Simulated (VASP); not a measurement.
# Pt (Fm-3m) in VASP: further runs

The runs below take Pt through relaxation of cell and atoms, with PBEsol.

Program: VASP 6.6.1. These are calculated values, not measurements. Logs are shortened: lines on timing, memory, paths and dates and some standing lists are left out, and cuts for length are marked.

**1. The cell of the first run**

Symmetry: Fm-3m, No. 225, cubic system. Conventional cell: a = 3.922 Å, b = 3.922 Å, c = 3.922 Å, α = 90.00°, β = 90.00°, γ = 90.00°. Within 3.7 Å of Pt (site symmetry m-3m) lie 12 Pt at 2.77 Å.

**2. Relaxation of cell and atoms, PBEsol, target pressure 2 GPa, at which the enthalpy is minimised**

INCAR

```
PREC = Accurate
ENCUT = 600
EDIFF = 1E-6
ISMEAR = -1
SIGMA = 0.05
LREAL = F
LASPH = T
NELM = 60
ALGO = Fast
ISIF = 3
LWAVE = F
LCHARG = F
GGA = PS
IBRION = 2
NSW = 60
EDIFFG = -0.01
PSTRESS = 20.0
```

KPOINTS

```
regular mesh
0
Gamma
  12 12 12
```

POSCAR

```
Pt
1.0
    0.0000000000      1.9609000000      1.9609000000
    1.9609000000      0.0000000000      1.9609000000
    1.9609000000      1.9609000000      0.0000000000
Pt
1
Direct
    0.0000000000      0.0000000000      0.0000000000
```

Potentials or basis: VASP PAW PBE potentials, release 64 (Pt).

Started as:

```console
$ cat potpaw_PBE.64/Pt/POTCAR > POTCAR
$ mpirun -np 1 vasp_std > vasp.out
```

OUTCAR:

```text
PREC = Accurate
   ENCUT = 600
   EDIFF = 1E-6
   ISMEAR = -1
   LREAL = F
   LASPH = T
   NELM = 60
   ISIF = 3
   GGA = PS
   IBRION = 2
   NSW = 60
   EDIFFG = -0.01
   PSTRESS = 20.0

 ion  position               nearest neighbor table
   1  0.000  0.000  0.000-

  LATTYP: Found a face centered cubic cell.
 ALAT       =     3.9218000000

  Lattice vectors:

 A1 = (   0.0000000000,   1.9609000000,   1.9609000000)
 A2 = (   1.9609000000,   0.0000000000,   1.9609000000)
 A3 = (   1.9609000000,   1.9609000000,   0.0000000000)

Analysis of symmetry for initial positions (statically):
=====================================================================
 Subroutine PRICEL returns:
 Original cell was already a primitive cell.

 Routine SETGRP: Setting up the symmetry group for a
 face centered cubic supercell.

 Subroutine GETGRP returns: Found 48 space group operations
 (whereof 48 operations were pure point group operations)
 out of a pool of 48 trial point group operations.

The static configuration has the point symmetry O_h .

Analysis of symmetry for dynamics (positions and initial velocities):
=====================================================================
 Subroutine PRICEL returns:
 Original cell was already a primitive cell.

 Routine SETGRP: Setting up the symmetry group for a
 face centered cubic supercell.

 Subroutine GETGRP returns: Found 48 space group operations
 (whereof 48 operations were pure point group operations)
 out of a pool of 48 trial point group operations.

The dynamic configuration has the point symmetry O_h .

 Subroutine INISYM returns: Found 48 space group operations
 (whereof 48 operations are pure point group operations),
 and found     1 'primitive' translations

----------------------------------------------------------------------------------------

                                     Primitive cell

  volume of cell :      15.0798

  direct lattice vectors                    reciprocal lattice vectors
     0.000000000  1.960900000  1.960900000    -0.254984956  0.254984956  0.254984956
     1.960900000  0.000000000  1.960900000     0.254984956 -0.254984956  0.254984956
     1.960900000  1.960900000  0.000000000     0.254984956  0.254984956 -0.254984956

  length of vectors
     2.773131374  2.773131374  2.773131374     0.441646899  0.441646899  0.441646899

  position of ions in fractional coordinates (direct lattice)
     0.000000000  0.000000000  0.000000000

  ion indices of the primitive-cell ions
   primitive index   ion index
                 1           1

----------------------------------------------------------------------------------------

 KPOINTS: regular mesh

Automatic generation of k-mesh.
 Grid dimensions read from file:
 generate k-points for:   12   12   12

 Generating k-lattice:

  Cartesian coordinates                     Fractional coordinates (reciprocal lattice)
    -0.021248746  0.021248746  0.021248746     0.083333333  0.000000000  0.000000000
     0.021248746 -0.021248746  0.021248746     0.000000000  0.083333333  0.000000000
     0.021248746  0.021248746 -0.021248746     0.000000000  0.000000000  0.083333333

  Length of vectors
     0.036803908  0.036803908  0.036803908

  Shift w.r.t. Gamma in fractional coordinates (k-lattice)
     0.000000000  0.000000000  0.000000000

 Subroutine IBZKPT returns following result:
 ===========================================

 Found     72 irreducible k-points:

 Following reciprocal coordinates:
            Coordinates               Weight
  0.000000  0.000000  0.000000      1.000000
  0.083333  0.000000  0.000000      8.000000
  0.166667  0.000000  0.000000      8.000000
  0.250000  0.000000  0.000000      8.000000
  0.333333  0.000000  0.000000      8.000000
  0.416667  0.000000  0.000000      8.000000
[... 16 lines left out ...]
  0.500000  0.166667  0.000000     24.000000
 -0.416667  0.166667  0.000000     24.000000
 [... further k-points ...]
   k-points           NKPTS =     72   k-points in BZ     NKDIM =     72   number of bands    NBANDS=      9
   number of dos      NEDOS =    301   number of ions     NIONS =      1
   total plane-waves  NPLWV =  13824
   dimension x,y,z NGX =    24 NGY =   24 NGZ =   24
   dimension x,y,z NGXF=    48 NGYF=   48 NGZF=   48
   ions per type =               1
   NGX,Y,Z   is equivalent  to a cutoff of  14.39, 14.39, 14.39 a.u.
   NGXF,Y,Z  is equivalent  to a cutoff of  28.78, 28.78, 28.78 a.u.
 SYSTEM =  unknown system
   PREC   = accura    normal or accurate (medium, high low for compatibility)
   ISTART =      0    job   : 0-new  1-cont  2-samecut
   ICHARG =      2    charge: 1-file 2-atom 10-const
   ISPIN  =      1    spin polarized calculation?
   LNONCOLLINEAR =      F non collinear calculations
   LSORBIT =      F    spin-orbit coupling
   LASPH  =      T    aspherical Exc in radial PAW
   ENCUT  =  600.0 eV  44.10 Ry    6.64 a.u.   5.54  5.54  5.54*2*pi/ulx,y,z
   NELM   =     60;   NELMIN=  2; NELMDL= -5     # of ELM steps
   EDIFF  = 0.1E-05   stopping-criterion for ELM
   LREAL  =      F    real-space projection
   EDIFFG = -.1E-01   stopping-criterion for IOM
   NSW    =     60    number of steps for IOM
   IBRION =      2    ionic relax: 0-MD 1-quasi-New 2-CG
   NFREE  =      1    steps in history (QN), initial steepest desc. (CG)
   ISIF   =      3    stress and relaxation
   ISYM   =      2    0-nonsym 1-usesym 2-fastsym
   POTIM  = 0.5000    time-step for ionic-motion
   TEBEG  =    0.0;   TEEND  =   0.0 temperature during run
   PSTRESS=   20.0 pullay stress
   NELECT =      10.0000    total number of electrons
   NUPDOWN=      -1.0000    fix difference up-down
   EMIN   =  10.00;   EMAX   =-10.00  energy-range for DOS
   EFERMI =   0.00;   METHOD = LEGACY
   ISMEAR =    -1;   SIGMA  =   0.05  broadening in eV -4-tet -1-fermi 0-gaus
   EFERMI_NEDOS =   21; number of points for ismear=-14 and -15
   IALGO  =     68    algorithm
   IMIX   =      4    mixing-type and parameters
     AMIX     =   0.40;   BMIX     =  1.00
     AMIX_MAG =   1.60;   BMIX_MAG =  1.00
  volume/ion in A,a.u.               =      15.08       101.76
  Fermi-wavevector in a.u.,A,eV,Ry     =   1.427609  2.697791 27.729605  2.038068
  Thomas-Fermi vector in A             =   2.547760
   LORBIT       =      0    0 simple, 1 ext, 2 COOP (PROOUT), +10 PAW based schemes
   GGA     = PS    functional components
   LHFCALC =     F    Hartree Fock is set to
   AEXX    =    0.0000 exact exchange contribution
   IVDW    =     0    specifies the selected vdW correction
   LEPSILON=     F    determine dielectric tensor
   LRPA    =     F    only Hartree local field effects (RPA)
 conjugate gradient relaxation of ions
 non-spin polarized calculation
 RMM-DIIS sequential band-by-band and
  energy-cutoff  :      600.00
  volume of cell :       15.08
 maximum number of plane-waves:       531
 NGX is ok and might be reduce to    24
   NGX = 11   NGY = 11   NGZ = 11

--------------------------------------- Ionic step        1  -------------------------------------------

 number of electron      10.0000000 magnetization

 Free energy of the ion-electron system (eV)
  ---------------------------------------------------
  ext. energy  EPLUGINS =         0.00000000
  ---------------------------------------------------
  free energy    TOTEN  =        -6.97303886 eV

  energy without entropy =       -6.95741580  energy(sigma->0) =       -6.96522733

------------------------ aborting loop because EDIFF is reached ----------------------------------------

  FORCE on cell =-STRESS in cart. coord.  units (eV):
  Direction    XX          YY          ZZ          XY          YZ          ZX
  --------------------------------------------------------------------------------------
  -------------------------------------------------------------------------------------
  Total       -0.0859849     -0.0859849     -0.0859849      0.0000000      0.0000000      0.0000000
  in kB       -9.1355907     -9.1355907     -9.1355907      0.0000000      0.0000000      0.0000000
  external PRESSURE =     -29.1355907 kB  Pullay stress =      20.0000000 kB
[... 59 lines left out ...]
  enthalpy is  TOTEN    =        -6.7733505608 eV   P V=        0.1808690794

--------------------------------------- Ionic step        3  -------------------------------------------

 number of electron       9.9999999 magnetization

 Free energy of the ion-electron system (eV)
  ---------------------------------------------------
  ext. energy  EPLUGINS =         0.00000000
  ---------------------------------------------------
  free energy    TOTEN  =        -6.97255488 eV

  energy without entropy =       -6.95704183  energy(sigma->0) =       -6.96479835

 E-fermi :  11.3188     XC(G=0): -13.6863

 val. band max:       11.3147259726   @ k =  -0.4167   0.3333   0.0833
 cond. band min:      11.3213835743   @ k =   0.5000   0.4167   0.0833
 fundamental gap:      0.0066576017
 Fermi energy:        11.3187990324

 k-point     1 :       0.0000    0.0000    0.0000
  band No.  band energies     occupation
      1       0.8812      2.00000
      2       7.4325      2.00000
      3       7.4325      2.00000
      4       7.4325      2.00000
      5       9.6491      2.00000
      6       9.6491      2.00000
      7      25.8864      0.00000
      8      30.9020      0.00000
      9      30.9020      0.00000
[... 265 lines left out ...]
 k-point    24 :      -0.4167    0.1667    0.0000
  band No.  band energies     occupation
      1       4.6488      2.00000
      2       6.7775      2.00000
      3       8.0684      2.00000
      4       8.3316      2.00000
      5      11.0040      1.99632
      6      14.3160      0.00000
      7      17.3526      0.00000
      8      26.1250      0.00000
      9      28.2223      0.00000

 [... further k-points ...]
[... 5 lines left out ...]
  --------------------------------------------------------------------------------------
  -------------------------------------------------------------------------------------
  Total        0.1817970      0.1817970      0.1817970      0.0000000      0.0000000     -0.0000000
  in kB       19.5105307     19.5105307     19.5105307      0.0000000      0.0000000     -0.0000000
  external PRESSURE =      -0.4894693 kB  Pullay stress =      20.0000000 kB
[... 16 lines left out ...]
  FREE ENERGIE OF THE ION-ELECTRON SYSTEM (eV)
  ---------------------------------------------------
  free  energy   TOTEN  =        -6.9725548823 eV

  energy  without entropy=       -6.9570418263  energy(sigma->0) =       -6.96479835

  enthalpy is  TOTEN    =        -6.7861970194 eV   P V=        0.1863578629

 reached required accuracy - stopping structural energy minimisation
```

Run time: 55 s. Hardware: 1 thread of Intel Xeon 8259CL, shared host; peak memory 0.16 GiB.

Results:

```
Free energy                                            : -6.9726 eV
Relaxed volume                                         : 14.93 Å³/atom
Relaxed cell                                           : a = 2.764 Å, b = 2.764 Å, c = 2.764 Å, α = 60.00°, β = 60.00°, γ = 60.00°
Space group after relaxing (to 0.05 Å)                 : Fm-3m (No. 225)
Energy change on relaxing (the enthalpy is what falls) : +0.5 meV/atom
Ionic steps                                            : 3
Pressure after relaxing                                : 2.0 GPa
Band gap on the k mesh                                 : zero (band 5 reaches 11.81 eV, above the bottom of band 6 at 9.54 eV)
```

Step by step:
| step | energy change (eV) | largest force (eV/Å) | pressure (GPa) | volume (Å³) |
| --- | --- | --- | --- | --- |
| 1 | 0.0000 | 0.0000 | -0.91 | 15.08 |
| 2 | 0.0188 | 0.0000 | 11.78 | 14.49 |
| 3 | 0.0005 | 0.0000 | 1.95 | 14.93 |

Final structure:
```
Pt
1.0
     0.00000    1.95434    1.95434
     1.95434    0.00000    1.95434
     1.95434    1.95434    0.00000
Pt
1
Direct
  0.00000 0.00000 0.00000
```

Levels at points of the mesh, in eV from the Fermi level:
| k point | band 1 | band 2 | band 3 | band 4 | band 5 | band 6 | band 7 | band 8 | band 9 |
| --- | --- | --- | --- | --- | --- | --- | --- | --- | --- |
| (0.00, 0.00, 0.00) | -10.44 | -3.89 | -3.89 | -3.89 | -1.67 | -1.67 | 14.57 | 19.58 | 19.58 |
| (0.50, 0.00, 0.00) | -7.50 | -3.95 | -3.95 | -0.62 | 0.03 | 0.03 | 5.86 | 14.12 | 18.99 |
| (0.50, 0.50, 0.00) | -7.24 | -6.78 | 0.01 | 0.49 | 0.49 | 1.66 | 8.92 | 11.34 | 11.34 |

Caveat: the cell is relaxed towards a set pressure, so the enthalpy falls and the energy may rise; the PAW data sets were made with another functional, which shifts forces and pressure a little; spin-orbit coupling is left out, which moves the levels of the heavy elements.

**3. Relaxation of cell and atoms, PBEsol, target pressure 5 GPa, at which the enthalpy is minimised**

INCAR

```
PREC = Accurate
ENCUT = 600
EDIFF = 1E-7
ISMEAR = -1
SIGMA = 0.05
LREAL = F
LASPH = T
NELM = 80
ALGO = Fast
ISIF = 3
LWAVE = F
LCHARG = F
GGA = PS
IBRION = 2
NSW = 60
EDIFFG = -0.01
PSTRESS = 50.0
```

KPOINTS is that of step 2.

POSCAR is that of step 2.

Potentials or basis: VASP PAW PBE potentials, release 64 (Pt).

Started as:

```console
$ cat potpaw_PBE.64/Pt/POTCAR > POTCAR
$ mpirun -np 1 vasp_std > vasp.out
```

Wall time 71 s (1 thread of Intel Xeon 8259CL, shared host); peak memory 0.16 GiB.

The run converged. Its results:

| Quantity | Value |
| --- | --- |
| Free energy | -6.9694 eV |
| Relaxed volume | 14.79 Å³/atom |
| Relaxed cell | a = 2.755 Å, b = 2.755 Å, c = 2.755 Å, α = 60.00°, β = 60.00°, γ = 60.00° |
| Space group after relaxing (to 0.05 Å) | Fm-3m (No. 225) |
| Energy change on relaxing (the enthalpy is what falls) | +3.6 meV/atom |
| Ionic steps | 4 |
| Pressure after relaxing | 5.0 GPa |
| Band gap on the k mesh | zero (band 5 reaches 12.01 eV, above the bottom of band 6 at 9.70 eV) |

The path:
```csv
step,energy change (eV),largest force (eV/Å),pressure (GPa),volume (Å³)
1,0.0000,0.0000,-0.87,15.08
2,0.0892,0.0000,27.62,13.91
3,0.0034,0.0000,4.86,14.79
4,0.0036,0.0000,4.98,14.79
```

Final structure:
```cif
data_structure
_symmetry_space_group_name_H-M 'P 1'
_symmetry_Int_Tables_number 1
_cell_length_a 2.7549
_cell_length_b 2.7549
_cell_length_c 2.7549
_cell_angle_alpha 60.000
_cell_angle_beta 60.000
_cell_angle_gamma 60.000
_cell_volume 14.79
loop_
_atom_site_label
_atom_site_type_symbol
_atom_site_fract_x
_atom_site_fract_y
_atom_site_fract_z
_atom_site_occupancy
Pt1 Pt 0.00000 0.00000 0.00000 1
```

Levels at points of the mesh, in eV from the Fermi level:
| k point | band 2 | band 3 | band 4 | band 5 | band 6 | band 7 | band 8 | band 9 |
| --- | --- | --- | --- | --- | --- | --- | --- | --- |
| (0.00, 0.00, 0.00) | -3.95 | -3.95 | -3.95 | -1.70 | -1.70 | 14.54 | 19.61 | 19.61 |
| (0.50, 0.00, 0.00) | -4.01 | -4.01 | -0.66 | 0.03 | 0.03 | 5.94 | 14.10 | 19.05 |
| (0.50, 0.50, 0.00) | -6.88 | 0.01 | 0.50 | 0.50 | 1.64 | 9.03 | 11.37 | 11.37 |

Caveat: the cell is relaxed towards a set pressure, so the enthalpy falls and the energy may rise; the PAW data sets were made with another functional, which shifts forces and pressure a little; spin-orbit coupling is left out, which moves the levels of the heavy elements.

**4. Relaxation of cell and atoms, PBEsol, target pressure 10 GPa, at which the enthalpy is minimised**

INCAR

```
PREC = Accurate
ENCUT = 600
EDIFF = 1E-6
ISMEAR = -1
SIGMA = 0.05
LREAL = False
LASPH = True
NELM = 100
ALGO = Fast
ISIF = 3
LWAVE = False
LCHARG = False
GGA = PS
IBRION = 2
NSW = 60
EDIFFG = -0.01
PSTRESS = 100.0
```

KPOINTS

```
Automatic mesh
0
Gamma
  12 12 12
```

POSCAR is that of step 3.

Started as:

```console
$ cat potpaw_PBE.64/Pt/POTCAR > POTCAR
$ mpirun -np 1 vasp_std > vasp.out
```

Wall time 72 s (1 thread of Intel Xeon 8259CL, shared host); peak memory 0.16 GiB.

It converged, with:

| Item | Value |
| --- | --- |
| Free energy | -6.9592 eV |
| Relaxed volume | 14.56 Å³/atom |
| Relaxed cell | a = 2.741 Å, b = 2.741 Å, c = 2.741 Å, α = 60.00°, β = 60.00°, γ = 60.00° |
| Space group after relaxing (to 0.05 Å) | Fm-3m (No. 225) |
| Energy change on relaxing (the enthalpy is what falls) | +13.8 meV/atom |
| Ionic steps | 4 |
| Pressure after relaxing | 9.9 GPa |
| Band gap on the k mesh | zero (band 5 reaches 12.33 eV, above the bottom of band 6 at 9.95 eV) |

Step by step:
```csv
step,energy change (eV),largest force (eV/Å),pressure (GPa),volume (Å³)
1,0.0000,0.0000,-0.91,15.08
2,0.3559,0.0000,64.04,12.95
3,0.0126,0.0000,9.40,14.58
4,0.0138,0.0000,9.92,14.56
```

Final structure:
```yaml
crystal:
  lattice:
    - [0.00000, 1.93826, 1.93826]
    - [1.93826, 0.00000, 1.93826]
    - [1.93826, 1.93826, 0.00000]
  atoms:
    - { symbol: Pt, position: [0.00000, 0.00000, 0.00000] }
```

Levels at points of the mesh, in eV from the Fermi level:
```
           k point  band 1  band 2  band 3  band 4  band 5  band 6  band 7  band 8  band 9
(0.00, 0.00, 0.00)  -10.72   -4.05   -4.05   -4.05   -1.74   -1.74   14.49   19.65   19.65
(0.50, 0.00, 0.00)   -7.77   -4.11   -4.11   -0.72    0.04    0.04    6.06   14.05   19.15
(0.50, 0.50, 0.00)   -7.53   -7.05    0.01    0.52    0.52    1.62    9.20   11.42   11.42
```

Caveat: the cell is relaxed towards a set pressure, so the enthalpy falls and the energy may rise; the PAW data sets were made with another functional, which shifts forces and pressure a little; spin-orbit coupling is left out, which moves the levels of the heavy elements.

**5. The runs side by side**

```tsv
cell	gap on the mesh (eV)	pressure (GPa)
relaxed to 2 GPa	none	2.0
relaxed to 5 GPa	none	5.0
relaxed to 10 GPa	none	9.9
```

Alike in all rows: task relaxation of cell and atoms; level PBEsol; potentials or basis VASP PAW PBE potentials, release 64 (Pt); no spin polarisation; k mesh 12 × 12 × 12; cutoff (eV) 600; smearing fermi-dirac 0.05 eV.

Caveats: the cell is relaxed towards a set pressure, so the enthalpy falls and the energy may rise; the PAW data sets were made with another functional, which shifts forces and pressure a little; spin-orbit coupling is left out, which moves the levels of the heavy elements.

Total energies depend on the potentials used, so only differences within one code and one set of settings carry meaning.
